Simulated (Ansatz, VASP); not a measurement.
# Two plane-wave programs on Ge

Contents of INCAR:

```
ALGO = Normal
EDIFF = 1E-6
ENCUT = 520
GGA = PS
ISIF = 2
ISMEAR = 1
LASPH = T
LCHARG = F
LREAL = F
LWAVE = F
NBANDS = 36
NELM = 60
PREC = Accurate
SIGMA = 0.1
```

Contents of KPOINTS:

```
k-points
0
Gamma
  5 5 3
```

File POSCAR:

```
Ge
1.0
    4.0213253631     -0.0587617360      0.0361195992
   -2.0615525812      3.3258483703      0.0135872788
    0.0596302836      0.0603291150      6.3658846881
Ge
4
Direct
    0.6851600000      0.3294500000      0.0906000000
    0.3538500000      0.6855800000      0.5613900000
    0.7000900000      0.3410400000      0.4434100000
    0.3506700000      0.7050200000      0.9347100000
```

Input for Ansatz:

```yaml
crystal:
  lattice:
    - [4.02132536312094, -0.058761736044313874, 0.03611959921989935]
    - [-2.0615525812352726, 3.3258483702920096, 0.01358727875574434]
    - [0.05963028362091178, 0.060329115004381366, 6.365884688050437]
  atoms:
    - { symbol: Ge, position: [0.68516, 0.32945, 0.0906] }
    - { symbol: Ge, position: [0.35385, 0.68558, 0.56139] }
    - { symbol: Ge, position: [0.70009, 0.34104, 0.44341] }
    - { symbol: Ge, position: [0.35067, 0.70502, 0.93471] }
basis:
  ecutwfc: 540.0
  xc_grid: 2
kpoints:
  mp_grid:
    grid: [5, 5, 3]
hamiltonian:
  xc: pbesol
scf:
  convergence:
    dr2_threshold: 1.0e-09
  occupations:
    method: methfessel_paxton
    width: 0.1
output:
  forces: true
  stress: true
```

Alike in both runs: task single point; functional PBEsol; k mesh 5 × 5 × 3; occupations methfessel-paxton of order 1, width 0.1 eV; no spin polarisation.

```csv
,VASP,Ansatz
version,VASP 6.6.1,Ansatz 0.2.0
potentials or method,"VASP PAW PBE potentials, release 64 (Ge_d), cutoff 520 eV","plane waves, PAW"
valence electrons in the cell,56,56
```

|  | VASP | Ansatz | Ansatz less VASP |
| --- | --- | --- | --- |
| pressure (GPa) | 8.5 | 8.6 | +0.10 |
| traceless stress, the component that is largest in VASP (GPa) | -9.00 | -9.03 | -0.032 |
| rms of the force components (eV/Å) | 1.264 | 1.268 | +0.0033 |

VASP's potentials were made for PBE, not for PBEsol. Atom by atom the forces differ by 0.004 eV/Å (rms over components). With one functional, cell and mesh, what is left measures potentials, basis and numerics. Ansatz's warnings: stress scf threshold loose.

The k mesh is coarse, so the values compare programs but aren't converged.
